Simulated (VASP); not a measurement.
Wanted: the native input for a VASP 6.6.1 run.

* Task: single point
* Functional: PBEsol
* Potentials or basis: VASP PAW PBE potentials, release 64 (Na_pv, I)
* Cutoff: 520 eV
* k mesh: 1 × 1 × 1
* Occupations: fermi-dirac, width 0.02 eV
* Spin: no spin polarisation
* Dipole correction: no
* Further INCAR settings: LREAL = Auto; ALGO = Normal; EDIFF = 1e-06; NBANDS = 70

The structure of NaI lies in POSCAR:

```
NaI
1.0
    8.8580540000      0.0000000000      0.0000000000
    0.0000000000      8.8580540000      0.0000000000
   -2.2145135000     -2.2145135000      8.3637720000
Na I
8 8
Direct
    0.3922419766      0.0810217018      0.4241575452
    0.9188117821      0.1610858753      0.6200600638
    0.3913351074      0.6178412904      0.5175265419
    0.9039297738      0.6013090176      0.5161425969
    0.2487650753      0.2610034293     -0.0310594311
    0.7214653194      0.2701394413      0.0246418721
    0.2266302062      0.7481220598      0.0422095437
    0.7383269084      0.7764270374      0.0169245407
    0.1599688956      0.3798428092      0.5517871601
    0.6427434150      0.3564024196      0.5088340524
    0.1361405506      0.8788856275      0.4676771438
    0.6419720099      0.8363271132      0.4798230990
   -0.0327847668      0.0126354801     -0.0444360511
    0.4843789272      0.0180605913      0.0576892818
   -0.0120697392      0.5010059318     -0.0034162816
    0.4721314603      0.5137694995     -0.0416181838
```

This cell differs from its parent crystal: dynamics (nvt nose hoover) at 200 K, volume x 1.0, from the last frame before.

These files were run (other wordings do the same):

INCAR

```
  ALGO = Normal
  EDIFF = 1E-6
  ENCUT = 520
  GGA = PS
  ISIF = 2
  ISMEAR = -1
  LASPH = T
  LCHARG = F
  LREAL = Auto
  LWAVE = F
  NBANDS = 70
  NELM = 100
  PREC = Accurate
  SIGMA = 0.02
```

KPOINTS

```
k-points
0
Gamma
  1 1 1
```

Potentials or basis: VASP PAW PBE potentials, release 64 (Na_pv, I).

Run with:

```bash
$ cat potpaw_PBE.64/Na_pv/POTCAR potpaw_PBE.64/I/POTCAR > POTCAR
$ mpirun -np 1 vasp_gam > vasp.out
```

It gave:

| Quantity | Value |
| --- | --- |
| Pressure | 0.3 GPa |
| Largest force | 0.349 eV/Å |
| Band gap on the k mesh | 2.68 eV |

Caveat: the k points lie up to 0.75 Å⁻¹ apart; the PAW data sets were made with another functional, which shifts forces and pressure a little; spin-orbit coupling is left out, which moves the levels of the heavy elements.

Run time: 2.6 min on 1 thread of AMD EPYC 7R13 Processor (Zen 3), with other jobs on the host, peak memory 0.63 GiB.
